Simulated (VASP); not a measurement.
# CdS3 (Fm-3m) in VASP: single point with PBE

Aim: the single point of CdS3 with PBE.

Program: VASP 6.6.1. These are calculated values, not measurements. Logs are shortened: lines on timing, memory, paths and dates and some standing lists are left out, and cuts for length are marked.

## 1. The cell of the first run

It takes space group Fm-3m (No. 225, cubic). Conventional cell: a = 6.614 Å, b = 6.614 Å, c = 6.614 Å, α = 90.00°, β = 90.00°, γ = 90.00°. Within 3.8 Å of Cd (site symmetry m-3m) lie 14 S at 2.86 to 3.31 Å. S (site symmetry m-3m) has 8 S at 2.86 Å and 6 Cd at 3.31 Å within 3.8 Å. S (site symmetry -43m) has 4 Cd at 2.86 Å and 10 S at 2.86 to 3.31 Å within 3.8 Å.

## 2. Single point, PBE

Contents of INCAR:

```
SYSTEM = CdS3
ALGO = Normal
EDIFF = 1E-6
ENCUT = 500
GGA = PE
GGA_COMPAT = .FALSE.
ISIF = 2
ISMEAR = 0
LASPH = .TRUE.
LCHARG = .FALSE.
LREAL = .FALSE.
LWAVE = .FALSE.
NBANDS = 23
NELM = 120
PREC = Accurate
SIGMA = 0.1
```

Contents of KPOINTS:

```
k-points
0
G
  12 12 12
  0 0 0
```

Contents of POSCAR:

```
CdS3
1.0
    0.0000000000      3.3068696980      3.3068696980
    3.3068696980      0.0000000000      3.3068696980
    3.3068696980      3.3068696980      0.0000000000
Cd S
1 3
Direct
    0.5000000000      0.5000000000      0.5000000000
    0.0000000000      0.0000000000      0.0000000000
    0.2500000000      0.2500000000      0.2500000000
    0.7500000000      0.7500000000      0.7500000000
```

Potentials or basis: VASP PAW PBE potentials, release 64 (Cd, S).

The run is started by

```bash
$ cat potpaw_PBE.64/Cd/POTCAR potpaw_PBE.64/S/POTCAR > POTCAR
$ mpirun -np 1 vasp_std > vasp.out
```

OUTCAR:

```text
SYSTEM = CdS3
   EDIFF = 1E-6
   ENCUT = 500
   GGA = PE
   ISIF = 2
   ISMEAR = 0
   LASPH = .TRUE.
   LREAL = .FALSE.
   NELM = 120
   PREC = Accurate

 ion  position               nearest neighbor table
   1  0.500  0.500  0.500-   3 2.86   3 2.86   3 2.86   3 2.86   4 2.86   4 2.86   4 2.86   4 2.86

   2  0.000  0.000  0.000-
   3  0.250  0.250  0.250-   1 2.86   1 2.86   1 2.86   1 2.86
   4  0.750  0.750  0.750-   1 2.86   1 2.86   1 2.86   1 2.86

  LATTYP: Found a face centered cubic cell.
 ALAT       =     6.6137393960

  Lattice vectors:

 A1 = (   0.0000000000,   3.3068696980,   3.3068696980)
 A2 = (   3.3068696980,   0.0000000000,   3.3068696980)
 A3 = (   3.3068696980,   3.3068696980,   0.0000000000)

Analysis of symmetry for initial positions (statically):
=====================================================================
 Subroutine PRICEL returns:
 Original cell was already a primitive cell.

 Routine SETGRP: Setting up the symmetry group for a
 face centered cubic supercell.

 Subroutine GETGRP returns: Found 48 space group operations
 (whereof 48 operations were pure point group operations)
 out of a pool of 48 trial point group operations.

The static configuration has the point symmetry O_h .

Analysis of symmetry for dynamics (positions and initial velocities):
=====================================================================
 Subroutine PRICEL returns:
 Original cell was already a primitive cell.

 Routine SETGRP: Setting up the symmetry group for a
 face centered cubic supercell.

 Subroutine GETGRP returns: Found 48 space group operations
 (whereof 48 operations were pure point group operations)
 out of a pool of 48 trial point group operations.

The dynamic configuration has the point symmetry O_h .

 Subroutine INISYM returns: Found 48 space group operations
 (whereof 48 operations are pure point group operations),
 and found     1 'primitive' translations

----------------------------------------------------------------------------------------

                                     Primitive cell

  volume of cell :      72.3238

  direct lattice vectors                    reciprocal lattice vectors
     0.000000000  3.306869698  3.306869698    -0.151200394  0.151200394  0.151200394
     3.306869698  0.000000000  3.306869698     0.151200394 -0.151200394  0.151200394
     3.306869698  3.306869698  0.000000000     0.151200394  0.151200394 -0.151200394

  length of vectors
     4.676619976  4.676619976  4.676619976     0.261886764  0.261886764  0.261886764

  position of ions in fractional coordinates (direct lattice)
     0.500000000  0.500000000  0.500000000
     0.000000000  0.000000000  0.000000000
     0.250000000  0.250000000  0.250000000
     0.750000000  0.750000000  0.750000000

  ion indices of the primitive-cell ions
   primitive index   ion index
                 1           1
                 2           2
                 3           3
                 4           4

----------------------------------------------------------------------------------------

 KPOINTS: k-points

Automatic generation of k-mesh.
 Grid dimensions read from file:
 generate k-points for:   12   12   12

 Generating k-lattice:

  Cartesian coordinates                     Fractional coordinates (reciprocal lattice)
    -0.012600033  0.012600033  0.012600033     0.083333333  0.000000000  0.000000000
     0.012600033 -0.012600033  0.012600033     0.000000000  0.083333333  0.000000000
     0.012600033  0.012600033 -0.012600033     0.000000000  0.000000000  0.083333333

  Length of vectors
     0.021823897  0.021823897  0.021823897

  Shift w.r.t. Gamma in fractional coordinates (k-lattice)
     0.000000000  0.000000000  0.000000000

 Subroutine IBZKPT returns following result:
 ===========================================

 Found     72 irreducible k-points:

 Following reciprocal coordinates:
            Coordinates               Weight
  0.000000  0.000000  0.000000      1.000000
  0.083333  0.000000  0.000000      8.000000
  0.166667  0.000000  0.000000      8.000000
  0.250000  0.000000  0.000000      8.000000
  0.333333  0.000000  0.000000      8.000000
  0.416667  0.000000  0.000000      8.000000
[... 16 lines left out ...]
  0.500000  0.166667  0.000000     24.000000
 -0.416667  0.166667  0.000000     24.000000
 [... further k-points ...]
   k-points           NKPTS =     72   k-points in BZ     NKDIM =     72   number of bands    NBANDS=     23
   number of dos      NEDOS =    301   number of ions     NIONS =      4
   total plane-waves  NPLWV =  46656
   dimension x,y,z NGX =    36 NGY =   36 NGZ =   36
   dimension x,y,z NGXF=    72 NGYF=   72 NGZF=   72
   ions per type =               1   3
   NGX,Y,Z   is equivalent  to a cutoff of  12.80, 12.80, 12.80 a.u.
   NGXF,Y,Z  is equivalent  to a cutoff of  25.59, 25.59, 25.59 a.u.
 SYSTEM =  CdS3
   PREC   = accura    normal or accurate (medium, high low for compatibility)
   ISTART =      0    job   : 0-new  1-cont  2-samecut
   ICHARG =      2    charge: 1-file 2-atom 10-const
   ISPIN  =      1    spin polarized calculation?
   LNONCOLLINEAR =      F non collinear calculations
   LSORBIT =      F    spin-orbit coupling
   LASPH  =      T    aspherical Exc in radial PAW
   ENCUT  =  500.0 eV  36.75 Ry    6.06 a.u.   8.53  8.53  8.53*2*pi/ulx,y,z
   NELM   =    120;   NELMIN=  2; NELMDL= -5     # of ELM steps
   EDIFF  = 0.1E-05   stopping-criterion for ELM
   LREAL  =      F    real-space projection
   EDIFFG = 0.1E-04   stopping-criterion for IOM
   NSW    =      0    number of steps for IOM
   IBRION =     -1    ionic relax: 0-MD 1-quasi-New 2-CG
   NFREE  =      0    steps in history (QN), initial steepest desc. (CG)
   ISIF   =      2    stress and relaxation
   ISYM   =      2    0-nonsym 1-usesym 2-fastsym
   POTIM  = 0.5000    time-step for ionic-motion
   TEBEG  =    0.0;   TEEND  =   0.0 temperature during run
   PSTRESS=    0.0 pullay stress
   NELECT =      30.0000    total number of electrons
   NUPDOWN=      -1.0000    fix difference up-down
   EMIN   =  10.00;   EMAX   =-10.00  energy-range for DOS
   EFERMI =   0.00;   METHOD = LEGACY
   ISMEAR =     0;   SIGMA  =   0.10  broadening in eV -4-tet -1-fermi 0-gaus
   EFERMI_NEDOS =   21; number of points for ismear=-14 and -15
   IALGO  =     38    algorithm
   IMIX   =      4    mixing-type and parameters
     AMIX     =   0.40;   BMIX     =  1.00
     AMIX_MAG =   1.60;   BMIX_MAG =  1.00
  volume/ion in A,a.u.               =      18.08       122.02
  Fermi-wavevector in a.u.,A,eV,Ry     =   1.220923  2.307209 20.281555  1.490652
  Thomas-Fermi vector in A             =   2.356123
   LORBIT       =      0    0 simple, 1 ext, 2 COOP (PROOUT), +10 PAW based schemes
   GGA     = PE    functional components
   LHFCALC =     F    Hartree Fock is set to
   AEXX    =    0.0000 exact exchange contribution
   IVDW    =     0    specifies the selected vdW correction
   LEPSILON=     F    determine dielectric tensor
   LRPA    =     F    only Hartree local field effects (RPA)
 non-spin polarized calculation
 Gauss-broadening in eV      SIGMA  =   0.10
  energy-cutoff  :      500.00
  volume of cell :       72.32
 maximum number of plane-waves:      1859
 NGX is ok and might be reduce to    36
   NGX = 17   NGY = 17   NGZ = 17

 number of electron      30.0000002 magnetization

 Free energy of the ion-electron system (eV)
  ---------------------------------------------------
  ext. energy  EPLUGINS =         0.00000000
  ---------------------------------------------------
  free energy    TOTEN  =       -10.45287319 eV

  energy without entropy =      -10.43127081  energy(sigma->0) =      -10.44207200

 E-fermi :   5.1277     XC(G=0): -10.8597

 val. band max:        5.1259728827   @ k =  -0.1667   0.2500   0.0833
 cond. band min:       5.1276613268   @ k =   0.2500   0.0833   0.0000
 fundamental gap:      0.0016884442
 Fermi energy:         5.1276504973

 k-point     1 :       0.0000    0.0000    0.0000
  band No.  band energies     occupation
      1      -9.8570      2.00000
      2      -6.0150      2.00000
      3      -5.1970      2.00000
      4      -3.2052      2.00000
      5      -3.2052      2.00000
      6      -3.2052      2.00000
[... 15 lines left out ...]
     22      12.4332      0.00000
     23      12.4332      0.00000

 k-point     2 :       0.0833    0.0000    0.0000
  band No.  band energies     occupation
      1      -9.8056      2.00000
      2      -6.0839      2.00000
      3      -5.2673      2.00000
      4      -3.1980      2.00000
      5      -3.1980      2.00000
      6      -3.1455      2.00000
[... 15 lines left out ...]
     22      12.4893      0.00000
     23      12.4893      0.00000

 k-point     3 :       0.1667    0.0000    0.0000
  band No.  band energies     occupation
      1      -9.6538      2.00000
      2      -6.2762      2.00000
      3      -5.4567      2.00000
      4      -3.1802      2.00000
      5      -3.1802      2.00000
      6      -2.9901      2.00000
[... 15 lines left out ...]
     22      12.7026      0.00000
     23      12.7026      0.00000

 k-point     4 :       0.2500    0.0000    0.0000
  band No.  band energies     occupation
      1      -9.4096      2.00000
      2      -6.5792      2.00000
      3      -5.6842      2.00000
      4      -3.1623      2.00000
      5      -3.1623      2.00000
      6      -2.9209      2.00000
[... 15 lines left out ...]
     22      13.1696      0.00000
     23      13.1696      0.00000

 k-point     5 :       0.3333    0.0000    0.0000
  band No.  band energies     occupation
      1      -9.0907      2.00000
      2      -6.9770      2.00000
      3      -5.8605      2.00000
      4      -3.1544      2.00000
      5      -3.1544      2.00000
      6      -2.9179      2.00000
[... 15 lines left out ...]
     22      13.8823      0.00000
     23      13.8823      0.00000

 k-point     6 :       0.4167    0.0000    0.0000
  band No.  band energies     occupation
      1      -8.7430      2.00000
      2      -7.3950      2.00000
      3      -5.9592      2.00000
      4      -3.1557      2.00000
      5      -3.1557      2.00000
      6      -2.9076      2.00000
[... 15 lines left out ...]
     22      14.7127      0.00000
     23      14.7127      0.00000

 k-point     7 :       0.5000    0.0000    0.0000
  band No.  band energies     occupation
      1      -8.5421      2.00000
      2      -7.6235      2.00000
      3      -5.9900      2.00000
      4      -3.1576      2.00000
      5      -3.1576      2.00000
      6      -2.9021      2.00000
[... 353 lines left out ...]
     22      12.0609      0.00000
     23      14.1084      0.00000

 k-point    21 :       0.3333    0.1667    0.0000
  band No.  band energies     occupation
      1      -9.1383      2.00000
      2      -6.7419      2.00000
      3      -6.0546      2.00000
      4      -3.1248      2.00000
      5      -3.0708      2.00000
      6      -2.9225      2.00000
[... 15 lines left out ...]
     22      12.5153      0.00000
     23      15.0755      0.00000

 k-point    22 :       0.4167    0.1667    0.0000
  band No.  band energies     occupation
      1      -8.8090      2.00000
      2      -7.0924      2.00000
      3      -6.2382      2.00000
      4      -3.1144      2.00000
      5      -3.0160      2.00000
      6      -2.9201      2.00000
[... 15 lines left out ...]
     22      13.2694      0.00000
     23      15.1073      0.00000

 k-point    23 :       0.5000    0.1667    0.0000
  band No.  band energies     occupation
      1      -8.4842      2.00000
      2      -7.4480      2.00000
      3      -6.3291      2.00000
      4      -3.1103      2.00000
      5      -2.9846      2.00000
      6      -2.9014      2.00000
[... 15 lines left out ...]
     22      14.1649      0.00000
     23      15.1368      0.00000

 k-point    24 :      -0.4167    0.1667    0.0000
  band No.  band energies     occupation
      1      -8.4163      2.00000
      2      -7.5200      2.00000
      3      -6.3461      2.00000
      4      -3.1062      2.00000
      5      -2.9778      2.00000
      6      -2.9230      2.00000
[... 15 lines left out ...]
     22      14.9417      0.00000
     23      15.0380      0.00000

 [... further k-points ...]

------------------------ aborting loop because EDIFF is reached ----------------------------------------

  FORCE on cell =-STRESS in cart. coord.  units (eV):
  Direction    XX          YY          ZZ          XY          YZ          ZX
  --------------------------------------------------------------------------------------
  -------------------------------------------------------------------------------------
  Total        0.0743170      0.0743170      0.0743170     -0.0000000      0.0000000      0.0000000
  in kB        1.6463331      1.6463331      1.6463331     -0.0000000      0.0000000      0.0000000
  external PRESSURE =       1.6463331 kB  Pullay stress =       0.0000000 kB

 VOLUME and BASIS-vectors are now :
 -----------------------------------------------------------------------------
  energy-cutoff  :      500.00
  volume of cell :       72.32
      direct lattice vectors                 reciprocal lattice vectors
     0.000000000  3.306869698  3.306869698    -0.151200394  0.151200394  0.151200394
     3.306869698  0.000000000  3.306869698     0.151200394 -0.151200394  0.151200394
     3.306869698  3.306869698  0.000000000     0.151200394  0.151200394 -0.151200394

 POSITION                                       TOTAL-FORCE (eV/Angst)
 -----------------------------------------------------------------------------------
      3.30687      3.30687      3.30687        -0.000000      0.000000      0.000000
      0.00000      0.00000      0.00000        -0.000000      0.000000      0.000000
      1.65343      1.65343      1.65343         0.000000     -0.000000     -0.000000
      4.96030      4.96030      4.96030        -0.000000      0.000000     -0.000000
 -----------------------------------------------------------------------------------
    total drift:                                0.000000      0.000000      0.000000

  FREE ENERGIE OF THE ION-ELECTRON SYSTEM (eV)
  ---------------------------------------------------
  free  energy   TOTEN  =       -10.4528731855 eV

  energy  without entropy=      -10.4312708102  energy(sigma->0) =      -10.44207200
```

It took 90 s on 1 thread of Intel Xeon Platinum 8375C at 2.90GHz (Ice Lake), shared host; peak memory 0.26 GiB.

Results:

```
Free energy            : -10.4529 eV
Pressure               : 0.2 GPa
Band gap on the k mesh : zero (bands 15 and 16 overlap by 0.98 eV)
```
